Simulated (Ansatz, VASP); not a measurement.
**BaTiO3: VASP beside Ansatz**

The input INCAR:

```
SYSTEM = BaTiO3
PREC = Accurate ; ENCUT = 520
EDIFF = 1E-8 ; ISMEAR = -1
SIGMA = 0.05 ; LREAL = .FALSE.
LASPH = .TRUE. ; NELM = 100
ALGO = Normal ; ISIF = 2
LWAVE = .FALSE. ; LCHARG = .FALSE.
GGA = PS ; LEFG = .TRUE.
NBANDS = 28
```

KPOINTS

```
regular mesh
0
G
  8 8 8
  0 0 0
```

Contents of POSCAR:

```
BaTiO3
1.0
    3.9707751513      0.0000000000      0.0000000000
    0.0000000000      2.8275614676      2.8362822032
    0.0000000000     -2.8275614676      2.8362822032
Ba Ti O
1 1 3
Direct
    0.0000000000      0.0000000000      0.0000000000
    0.5000000000      0.5079000000      0.5079000000
    0.0000000000      0.4921000000      0.4921000000
    0.5000000000      0.5025100000      0.9937100000
    0.5000000000      0.9937100000      0.5025100000
```

Input for Ansatz:

```yaml
crystal:
  lattice:
    - [3.9707751513, 0.0, 0.0]
    - [0.0, 2.8275614676, 2.8362822032]
    - [0.0, -2.8275614676, 2.8362822032]
  atoms:
    - { symbol: Ba, position: [0.0, 0.0, 0.0] }
    - { symbol: Ti, position: [0.5, 0.5079, 0.5079] }
    - { symbol: O, position: [0.0, 0.4921, 0.4921] }
    - { symbol: O, position: [0.5, 0.50251, 0.99371] }
    - { symbol: O, position: [0.5, 0.99371, 0.50251] }
kpoints:
  mp_grid: { grid: [8, 8, 8] }
scf:
  occupations: { method: fermi_dirac, width: 0.05 }
hamiltonian:
  xc: pbesol
  pseudopotentials: { kind: all_electron, datasets: crystal }
output:
  forces: true
  stress: true
  eigenvalues: true
  efg: { contact_densities: true }
```

Change from the starting cell: volume scaled by 0.99, crystal datasets.

Alike in both runs: task electric field gradients; functional PBEsol; k mesh 8 × 8 × 8; occupations fermi-dirac, width 0.05 eV; no spin polarisation.

|  | VASP | Ansatz |
| --- | --- | --- |
| version | VASP 6.6.1 | Ansatz 0.2.0 |
| potentials or method | VASP PAW PBE potentials, release 64 (Ba_sv, Ti_sv, O), cutoff 520 eV | all-electron PAW with datasets made for the crystal, scalar-relativistic |

|  | VASP | Ansatz | Ansatz less VASP |
| --- | --- | --- | --- |
| pressure (GPa) | -0.8 | -2.7 | -1.87 |
| traceless stress, the component that is largest in VASP (GPa) | -0.72 | -0.70 | +0.016 |
| rms of the force components (eV/Å) | 0.085 | 0.090 | +0.0051 |
| size of Vzz on the site where it differs most (V/Å²) | 6.0 | 6.2 | +0.21 |

VASP's potentials were made for PBE, not for PBEsol. Atom by atom the forces differ by 0.009 eV/Å (rms over components). Ansatz ran all-electron here, and VASP with PAW potentials.

Neither program's run includes spin-orbit coupling.
